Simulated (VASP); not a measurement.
# WS2 (P6_3/mmc) in VASP: further runs, part 2 of 2

VASP 6.6.1.

### 4 Single point, PBEsol

This run uses another cell than the first one, of 17.17 Å³/atom, 1.029 times its volume.

The input, INCAR:

```
SYSTEM = WS2
PREC = Accurate
ENCUT = 520
EDIFF = 1E-6
ISMEAR = 0
SIGMA = 0.05
LREAL = .False.
LASPH = .True.
NELM = 80
ALGO = Normal
ISIF = 2
LWAVE = .False.
LCHARG = .False.
GGA = PS
NBANDS = 35
```

The input, KPOINTS:

```
Automatic mesh
0
Gamma
  12 12 2
  0 0 0
```

The input, POSCAR:

```
WS2
1.0
    3.0892743692      0.0000000000      0.0000000000
   -1.5446371846      2.6753900830      0.0000000000
    0.0000000000      0.0000000000     12.4667665245
W S
2 4
Direct
    0.3333333333      0.6666666667      0.2500000000
    0.6666666667      0.3333333333      0.7500000000
    0.3333333333      0.6666666667      0.6068585060
    0.6666666667      0.3333333333      0.1068585060
    0.3333333333      0.6666666667      0.8931414940
    0.6666666667      0.3333333333      0.3931414940
```

Potentials or basis: VASP PAW PBE potentials, release 64 (W_sv, S).

Run with:

```
$ cat potpaw_PBE.64/W_sv/POTCAR potpaw_PBE.64/S/POTCAR > POTCAR
$ mpirun -np 1 vasp_std > vasp.out
```

OUTCAR:

```text
SYSTEM = WS2
   PREC = Accurate
   ENCUT = 520
   EDIFF = 1E-6
   ISMEAR = 0
   LREAL = .False.
   LASPH = .True.
   NELM = 80
   ISIF = 2
   GGA = PS

 ion  position               nearest neighbor table
   1  0.333  0.667  0.250-   4 2.52   6 2.52   4 2.52   6 2.52   4 2.52   6 2.52
   2  0.667  0.333  0.750-   3 2.52   5 2.52   3 2.52   5 2.52   3 2.52   5 2.52
   3  0.333  0.667  0.607-   2 2.52   2 2.52   2 2.52
   4  0.667  0.333  0.107-   1 2.52   1 2.52   1 2.52
   5  0.333  0.667  0.893-   2 2.52   2 2.52   2 2.52
   6  0.667  0.333  0.393-   1 2.52   1 2.52   1 2.52

  LATTYP: Found a hexagonal cell.
 ALAT       =     3.0892743692
 C/A-ratio  =     4.0354999377

  Lattice vectors:

 A1 = (   3.0892743692,   0.0000000000,   0.0000000000)
 A2 = (  -1.5446371846,   2.6753900830,   0.0000000000)
 A3 = (   0.0000000000,   0.0000000000,  12.4667665245)

Analysis of symmetry for initial positions (statically):
=====================================================================
 Subroutine PRICEL returns:
 Original cell was already a primitive cell.

 Routine SETGRP: Setting up the symmetry group for a
 hexagonal supercell.

 Subroutine GETGRP returns: Found 24 space group operations
 (whereof 12 operations were pure point group operations)
 out of a pool of 24 trial point group operations.

The static configuration has the point symmetry D_3d.
 The point group associated with its full space group is D_6h.

Analysis of symmetry for dynamics (positions and initial velocities):
=====================================================================
 Subroutine PRICEL returns:
 Original cell was already a primitive cell.

 Routine SETGRP: Setting up the symmetry group for a
 hexagonal supercell.

 Subroutine GETGRP returns: Found 24 space group operations
 (whereof 12 operations were pure point group operations)
 out of a pool of 24 trial point group operations.

The dynamic configuration has the point symmetry D_3d.
 The point group associated with its full space group is D_6h.

 Subroutine INISYM returns: Found 24 space group operations
 (whereof 12 operations are pure point group operations),
 and found     1 'primitive' translations

----------------------------------------------------------------------------------------

                                     Primitive cell

  volume of cell :     103.0380

  direct lattice vectors                    reciprocal lattice vectors
     3.089274369  0.000000000  0.000000000     0.323700611  0.186888635  0.000000000
    -1.544637185  2.675390083  0.000000000     0.000000000  0.373777269  0.000000000
     0.000000000  0.000000000 12.466766525     0.000000000  0.000000000  0.080213261

  length of vectors
     3.089274369  3.089274369 12.466766525     0.373777269  0.373777269  0.080213261

  position of ions in fractional coordinates (direct lattice)
     0.333333333  0.666666667  0.250000000
     0.666666667  0.333333333  0.750000000
     0.333333333  0.666666667  0.606858506
     0.666666667  0.333333333  0.106858506
     0.333333333  0.666666667  0.893141494
     0.666666667  0.333333333  0.393141494

  ion indices of the primitive-cell ions
   primitive index   ion index
                 1           1
                 2           2
                 3           3
[... 25 lines left out ...]
 Subroutine IBZKPT returns following result:
 ===========================================

 Found     38 irreducible k-points:

 Following reciprocal coordinates:
            Coordinates               Weight
  0.000000  0.000000  0.000000      1.000000
  0.083333 -0.000000  0.000000      6.000000
  0.166667  0.000000  0.000000      6.000000
  0.250000  0.000000  0.000000      6.000000
  0.333333  0.000000  0.000000      6.000000
  0.416667  0.000000  0.000000      6.000000
[... 16 lines left out ...]
  0.250000  0.000000  0.500000      6.000000
  0.333333  0.000000  0.500000      6.000000
 [... further k-points ...]
   k-points           NKPTS =     38   k-points in BZ     NKDIM =     38   number of bands    NBANDS=     35
   number of dos      NEDOS =    301   number of ions     NIONS =      6
   total plane-waves  NPLWV =  55296
   dimension x,y,z NGX =    24 NGY =   24 NGZ =   96
   dimension x,y,z NGXF=    48 NGYF=   48 NGZF=  192
   ions per type =               2   4
   NGX,Y,Z   is equivalent  to a cutoff of  12.92, 12.92, 12.80 a.u.
   NGXF,Y,Z  is equivalent  to a cutoff of  25.83, 25.83, 25.60 a.u.
 SYSTEM =  WS2
   PREC   = accura    normal or accurate (medium, high low for compatibility)
   ISTART =      0    job   : 0-new  1-cont  2-samecut
   ICHARG =      2    charge: 1-file 2-atom 10-const
   ISPIN  =      1    spin polarized calculation?
   LNONCOLLINEAR =      F non collinear calculations
   LSORBIT =      F    spin-orbit coupling
   LASPH  =      T    aspherical Exc in radial PAW
   ENCUT  =  520.0 eV  38.22 Ry    6.18 a.u.   5.74  5.74 23.18*2*pi/ulx,y,z
   NELM   =     80;   NELMIN=  2; NELMDL= -5     # of ELM steps
   EDIFF  = 0.1E-05   stopping-criterion for ELM
   LREAL  =      F    real-space projection
   EDIFFG = 0.1E-04   stopping-criterion for IOM
   NSW    =      0    number of steps for IOM
   IBRION =     -1    ionic relax: 0-MD 1-quasi-New 2-CG
   NFREE  =      0    steps in history (QN), initial steepest desc. (CG)
   ISIF   =      2    stress and relaxation
   ISYM   =      2    0-nonsym 1-usesym 2-fastsym
   POTIM  = 0.5000    time-step for ionic-motion
   TEBEG  =    0.0;   TEEND  =   0.0 temperature during run
   PSTRESS=    0.0 pullay stress
   NELECT =      52.0000    total number of electrons
   NUPDOWN=      -1.0000    fix difference up-down
   EMIN   =  10.00;   EMAX   =-10.00  energy-range for DOS
   EFERMI =   0.00;   METHOD = LEGACY
   ISMEAR =     0;   SIGMA  =   0.05  broadening in eV -4-tet -1-fermi 0-gaus
   EFERMI_NEDOS =   21; number of points for ismear=-14 and -15
   IALGO  =     38    algorithm
   IMIX   =      4    mixing-type and parameters
     AMIX     =   0.40;   BMIX     =  1.00
     AMIX_MAG =   1.60;   BMIX_MAG =  1.00
  volume/ion in A,a.u.               =      17.17       115.89
  Fermi-wavevector in a.u.,A,eV,Ry     =   1.303397  2.463064 23.114182  1.698844
  Thomas-Fermi vector in A             =   2.434402
   LORBIT       =      0    0 simple, 1 ext, 2 COOP (PROOUT), +10 PAW based schemes
   GGA     = PS    functional components
   LHFCALC =     F    Hartree Fock is set to
   AEXX    =    0.0000 exact exchange contribution
   IVDW    =     0    specifies the selected vdW correction
   LEPSILON=     F    determine dielectric tensor
   LRPA    =     F    only Hartree local field effects (RPA)
 non-spin polarized calculation
 Gauss-broadening in eV      SIGMA  =   0.05
  energy-cutoff  :      520.00
  volume of cell :      103.04
 maximum number of plane-waves:      2796
 NGX is ok and might be reduce to    24
   NGX = 11   NGY = 11   NGZ = 47

 number of electron      52.0000002 magnetization

 Free energy of the ion-electron system (eV)
  ---------------------------------------------------
  ext. energy  EPLUGINS =         0.00000000
  ---------------------------------------------------
  free energy    TOTEN  =       -49.11898485 eV

  energy without entropy =      -49.11898485  energy(sigma->0) =      -49.11898485

 E-fermi :   7.7090     XC(G=0): -11.5048

 val. band max:        7.3819455847   @ k =   0.3333   0.3333   0.0000
 cond. band min:       7.9200328033   @ k =   0.1667   0.1667   0.0000
 fundamental gap:      0.5380872186
 Fermi energy:         7.7089681975

 k-point     1 :       0.0000    0.0000    0.0000
  band No.  band energies     occupation
      1     -66.8748      2.00000
      2     -66.8748      2.00000
      3     -31.1102      2.00000
      4     -31.1101      2.00000
      5     -30.8148      2.00000
      6     -30.8148      2.00000
[... 901 lines left out ...]
     34      11.1172      0.00000
     35      12.9303      0.00000

 [... further k-points ...]
[... 5 lines left out ...]
  --------------------------------------------------------------------------------------
  -------------------------------------------------------------------------------------
  Total       -2.8642185     -2.8642185    -20.4364296      0.0000000     -0.0000000      0.0000000
  in kB      -44.5368301    -44.5368301   -317.7738727      0.0000000     -0.0000000      0.0000000
  external PRESSURE =    -135.6158443 kB  Pullay stress =       0.0000000 kB

 VOLUME and BASIS-vectors are now :
 -----------------------------------------------------------------------------
  energy-cutoff  :      520.00
  volume of cell :      103.04
      direct lattice vectors                 reciprocal lattice vectors
     3.089274369  0.000000000  0.000000000     0.323700611  0.186888635  0.000000000
    -1.544637185  2.675390083  0.000000000     0.000000000  0.373777269  0.000000000
     0.000000000  0.000000000 12.466766525     0.000000000  0.000000000  0.080213261

 POSITION                                       TOTAL-FORCE (eV/Angst)
 -----------------------------------------------------------------------------------
     -0.00000      1.78359      3.11669        -0.000000      0.000000      0.000000
      1.54464      0.89180      9.35007         0.000000     -0.000000      0.000000
     -0.00000      1.78359      7.56556         0.000000      0.000000      3.184736
      1.54464      0.89180      1.33218         0.000000     -0.000000      3.184736
     -0.00000      1.78359     11.13459         0.000000      0.000000     -3.184736
      1.54464      0.89180      4.90120        -0.000000     -0.000000     -3.184736
 -----------------------------------------------------------------------------------
    total drift:                               -0.000000      0.000000     -0.000000

  FREE ENERGIE OF THE ION-ELECTRON SYSTEM (eV)
  ---------------------------------------------------
  free  energy   TOTEN  =       -49.1189848498 eV

  energy  without entropy=      -49.1189848498  energy(sigma->0) =      -49.11898485
```

stdout:

```text
POSCAR found type information on POSCAR W S
 POSCAR found :  2 types and       6 ions
 scaLAPACK will be used
 -----------------------------------------------------------------------------
|                                                                             |
|                                                                             |
|     You enforced a specific xc type in the INCAR file but a different       |
|     I HOPE YOU KNOW WHAT YOU ARE DOING!                                     |
|                                                                             |
 -----------------------------------------------------------------------------

 LDA part: xc-table for (Slater+PW92), standard interpolation
 POSCAR, INCAR and KPOINTS ok, starting setup
 FFT: planning ... GRIDC
 FFT: planning ... GRID_SOFT
 FFT: planning ... GRID
 WAVECAR not read
 entering main loop
```

Run time: 78 s. Hardware: 1 thread of Intel Xeon Platinum 8488C (Sapphire Rapids), shared host; peak memory 0.28 GiB.

Results:

```
Free energy            : -49.1190 eV
Pressure               : -13.6 GPa
Largest force          : 3.185 eV/Å
Band gap on the k mesh : 0.54 eV, indirect (least direct gap 1.26 eV)
```

Forces on the atoms (eV/Å):
```
W    0.000  0.000  0.000
W    0.000  0.000  0.000
S    0.000  0.000  3.185
S    0.000  0.000  3.185
S    0.000  0.000 -3.185
S    0.000  0.000 -3.185
```

Stress tensor (GPa, compression positive):
```
 -4.45   0.00   0.00
  0.00  -4.45   0.00
  0.00   0.00 -31.78
```

Levels at points of the mesh, in eV from the valence-band top:
```csv
k point,band 23,band 24,band 25,band 26,band 27,band 28,band 29,band 30
"(0.00, 0.00, 0.00)",-0.79,-0.67,-0.67,-0.22,2.30,2.30,2.64,2.64
"(0.50, 0.00, 0.00)",-1.44,-1.31,-1.01,-0.51,2.35,2.79,3.18,3.22
"(0.00, 0.00, 0.50)",-0.73,-0.73,-0.47,-0.47,2.44,2.44,2.44,2.44
"(0.50, 0.00, 0.50)",-1.35,-1.35,-0.76,-0.76,2.76,2.76,3.23,3.23
```

Caveat: the PAW data sets were made with another functional, which shifts forces and pressure a little; spin-orbit coupling is left out, which moves the levels of the heavy elements.
